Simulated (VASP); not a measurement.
Write the native input for VASP 6.6.1 that does the following.

| Property | Result |
| --- | --- |
| Task | relaxation of cell and atoms |
| Functional | PBE |
| Potentials or basis | VASP PAW PBE potentials, release 64 (Li_sv, Br) |
| Cutoff | 600 eV |
| k mesh | 6 × 6 × 6 |
| Occupations | gaussian, width 0.1 eV |
| Spin | no spin polarisation |
| Dipole correction | no |
| Further INCAR settings | ALGO = Normal; EDIFF = 1e-07; IBRION = 2; EDIFFG = -0.04; NSW = 90; ISIF = 3 |

The structure of Li3Br lies in POSCAR:

```
Li3Br
1.0
    3.1010725000      1.7904050400      2.5304404900
   -3.1010725000      1.7904050400      2.5304404900
    0.0000000000     -3.5808100900      2.5304404900
Li Br
3 1
Direct
    0.5000000000      0.0019302400      0.9980697600
    0.0019302400      0.9980697600      0.5000000000
    0.9980697600      0.5000000000      0.0019302400
    0.0000000000      0.0000000000      0.0000000000
```

The cell was built from a structure type or drawn by symmetry, and may not be a known phase.

One way to write it, as run:

INCAR

```
SYSTEM = Li3Br
PREC = Accurate
ENCUT = 600
EDIFF = 1E-7
ISMEAR = 0
SIGMA = 0.1
LREAL = .FALSE.
LASPH = .TRUE.
NELM = 100
ALGO = Normal
ISIF = 3
LWAVE = .FALSE.
LCHARG = .FALSE.
GGA = PE
IBRION = 2
NSW = 90
EDIFFG = -0.04
```

KPOINTS

```
Automatic mesh
0
G
  6 6 6
  0 0 0
```

Potentials or basis: VASP PAW PBE potentials, release 64 (Li_sv, Br).

The run is started by

```console
$ cat potpaw_PBE.64/Li_sv/POTCAR potpaw_PBE.64/Br/POTCAR > POTCAR
$ mpirun -np 1 vasp_std > vasp.out
```

Results of the run:

```yaml
Relaxed_volume: 30.97 Å³/atom
Relaxed_cell: a = 4.985 Å, b = 4.985 Å, c = 4.985 Å, α = 90.03°, β = 90.03°, γ = 90.03°
Space_group_after_relaxing_to_0.1_Å: Pm-3m (No. 221)
Energy_gained_by_relaxing: 246.8 meV/atom
Ionic_steps: 4
Pressure_after_relaxing: 0.1 GPa
Band_gap_on_the_k_mesh: zero (filled and empty bands touch)
```

Caveat: the cutoff is under 1.25 times the usual one of these potentials, so pressure, stress and relaxed cells hold a basis-set (Pulay) error; the volume moved by over 15 % at a fixed basis, so the end points are rough.

Run time: 92 s on 1 thread of Intel(R) Xeon(R) Platinum 8259CL CPU @ 2.50GHz (Skylake/Cascade Lake), with other jobs on the host, peak memory 0.22 GiB.
